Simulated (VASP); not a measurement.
# BN: single point with PBEsol

BN:

```
B N
1.0
    -2.54101    0.00000    0.00000
    -1.27051   -2.20058    0.00000
    -2.85864   -1.65044   12.60989
B N
6 6
Cartesian
  -2.5410 -1.4671 0.7874
  -2.5410 -1.4671 4.9907
  -2.5410 -1.4671 9.1940
  -1.2705 -0.7335 11.2957
  -1.2705 -0.7335 2.8891
  -1.2705 -0.7335 7.0924
  -2.5410 -1.4671 11.8233
  -2.5410 -1.4671 3.4167
  -2.5410 -1.4671 7.6200
  -1.2705 -0.7335 9.7217
  -1.2705 -0.7335 1.3151
  -1.2705 -0.7335 5.5184
```

* Program: VASP 6.6.1
* Task: single point
* Functional: PBEsol
* Potentials or basis: VASP PAW PBE potentials, release 64 (B, N)
* Cutoff: 600 eV
* k mesh: 10 × 10 × 2
* Occupations: gaussian, width 0.05 eV
* Spin: no spin polarisation

| Quantity | Value |
| --- | --- |
| Pressure | 0.1 GPa |
| Largest force | 2.360 eV/Å |
| Band gap on the k mesh | 2.43 eV, indirect (least direct gap 3.72 eV) |

Forces on the atoms (eV/Å):
```
B   -1.881 -1.086  0.924
B    0.008  0.005  0.158
B    0.013  0.008  0.203
B    0.395  0.228  0.019
B    0.023  0.013  0.231
B    0.001  0.001  0.157
N    1.133  0.654 -0.824
N    0.014  0.008 -0.137
N    0.001  0.001 -0.168
N    0.065  0.038 -0.428
N    0.225  0.130  0.023
N    0.000  0.000 -0.158
```

Stress tensor (GPa, compression positive):
```
-5.75 -4.39 -6.11
-4.39 -0.68 -3.53
-6.11 -3.53  6.82
```

Levels at points of the mesh, in eV from the valence-band top:
```tsv
k point	band 21	band 22	band 23	band 24	band 25	band 26	band 27	band 28
(0.00, 0.00, 0.00)	-0.58	-0.23	-0.11	0.00	6.57	7.96	8.16	8.49
(0.50, 0.00, 0.00)	-3.45	-3.17	-2.35	-2.04	3.69	6.29	6.37	6.59
(0.50, 0.50, 0.00)	-3.33	-3.15	-2.27	-1.29	2.43	6.27	6.38	6.60
(0.00, 0.00, 0.50)	-0.59	-0.54	-0.14	-0.14	6.60	8.01	8.16	8.49
(0.50, 0.00, 0.50)	-3.66	-2.85	-2.45	-2.00	3.69	6.27	6.45	6.65
(0.50, 0.50, 0.50)	-3.82	-2.73	-2.40	-1.36	2.49	6.27	6.44	6.67
```

Wall time 110 s on 1 thread of Intel(R) Xeon(R) 6975P-C (Granite Rapids), with other jobs on the host, peak memory 0.27 GiB.

Caveat: the PAW data sets were made with another functional, which shifts forces and pressure a little. A hybrid or GW would open this gap; PBEsol tends to underestimate it.
